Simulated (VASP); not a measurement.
Wanted: the native input for a VASP 6.6.1 run.

- Task: single point
- Functional: LDA
- Potentials or basis: VASP PAW LDA potentials, release 64 (Te)
- Cutoff: 520 eV
- k mesh: 5 × 5 × 4
- Occupations: fermi-dirac, width 0.05 eV
- Spin: no spin polarisation
- Dipole correction: no
- Further INCAR settings: ALGO = Normal; EDIFF = 1e-07; NBANDS = 16

The structure of Te lies in POSCAR:

```
Te
1.0
    4.4540000000      0.0000000000      0.0000000000
   -2.2270000000      3.8572771485      0.0000000000
    0.0000000000      0.0000000000      5.9240000000
Te
3
Direct
    0.7263560000      0.7262820000     -0.0009900000
    0.0065170000      0.2784260000      0.6737860000
    0.2737860000      0.0109860000      0.3330490000
```

The input as run:

INCAR

```
ALGO     = Normal         # electronic algorithm
EDIFF    = 1E-7           # SCF threshold, eV
ENCUT    = 520            # plane-wave cutoff, eV
ISIF     = 2              # what is computed and relaxed
ISMEAR   = -1             # smearing method
LASPH    = True           # aspherical terms in the spheres
LCHARG   = False          # write CHGCAR
LREAL    = False          # projectors in reciprocal space
LWAVE    = False          # write WAVECAR
NBANDS   = 16             # bands
NELM     = 80             # most SCF steps
PREC     = Accurate       # precision mode
SIGMA    = 0.05           # smearing width, eV
```

KPOINTS

```
k-points
0
Gamma
  5 5 4
```

Potentials or basis: VASP PAW LDA potentials, release 64 (Te).

Run with:

```sh
$ cat potpaw_LDA.64/Te/POTCAR > POTCAR
$ mpirun -np 1 vasp_std > vasp.out
```

It gave:

```json
{"Pressure": "-2.1 GPa", "Largest force": "0.183 eV/Å", "Band gap on the k mesh": "0.30 eV (least direct gap 0.66 eV)"}
```

Caveat: semilocal functionals underestimate gaps, and a narrow one can read as zero; spin-orbit coupling is left out, which moves the levels of the heavy elements.

Run time: 31 s on 1 thread of Intel(R) Xeon(R) 6975P-C (Granite Rapids), with other jobs on the host, peak memory 0.22 GiB.
